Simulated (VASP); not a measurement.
A run of VASP 6.6.1:

INCAR

```
ALGO = Fast
EDIFF = 1E-7
ENCUT = 520
GGA = PS
ISIF = 2
ISMEAR = 0
LASPH = True
LCHARG = False
LREAL = False
LWAVE = False
NBANDS = 12
NELM = 100
PREC = Accurate
SIGMA = 0.15
```

Contents of KPOINTS:

```
k-points
0
Gamma
  28 28 28
```

POSCAR

```
Cu
1.0
    0.0000000000      1.8262281590      1.8707703092
    1.8262281590      0.0000000000      1.8707703092
    1.8262281590      1.8262281590      0.0000000000
Cu
1
Direct
    0.0000000000      0.0000000000      0.0000000000
```

Potentials or basis: VASP PAW PBE potentials, release 64 (Cu).

Run with:

```bash
$ cat potpaw_PBE.64/Cu/POTCAR > POTCAR
$ mpirun -np 1 vasp_std > vasp.out
```

Hardware: 1 thread of Intel(R) Xeon(R) Platinum 8488C (Sapphire Rapids), with other jobs on the host.

Q: How long does it take, and how much memory?

A: Run time: 2.8 min on 1 thread of Intel(R) Xeon(R) Platinum 8488C (Sapphire Rapids) (shared host), peak memory 0.33 GiB. Counts: scf iterations 15, k points 1639.
